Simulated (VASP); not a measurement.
Co, 2 atoms in the cell. Symmetry: P6_3/mmc, No. 194, hexagonal system. The conventional cell has a = 2.455 Å, b = 2.455 Å, c = 3.960 Å, α = 90.00°, β = 90.00°, γ = 120.00°. Within 3.2 Å of Co (site symmetry -6m2) lie 12 Co at 2.43 to 2.45 Å. 

- Program: VASP 6.6.1
- Task: single point
- Functional: PBE
- Potentials or basis: VASP PAW PBE potentials, release 64 (Co)
- Cutoff: 520 eV
- k mesh: 17 × 17 × 10
- Occupations: fermi-dirac, width 0.05 eV
- Spin: no spin polarisation
- Dipole correction: no
- Further INCAR settings: ALGO = Normal; EDIFF = 1e-06; NBANDS = 16

Potentials or basis: VASP PAW PBE potentials, release 64 (Co).

Run with:

```sh
$ cat potpaw_PBE.64/Co/POTCAR > POTCAR
$ mpirun -np 1 vasp_std > vasp.out
```

Hardware: 1 thread of Intel(R) Xeon(R) 6975P-C (Granite Rapids) (shared host).

**Question.** How long does it take, and how much memory?

**Answer.** Run time: 22 s on 1 thread of Intel(R) Xeon(R) 6975P-C (Granite Rapids), with other jobs on the host, peak memory 0.17 GiB. Counts: scf iterations 11, k points 198.
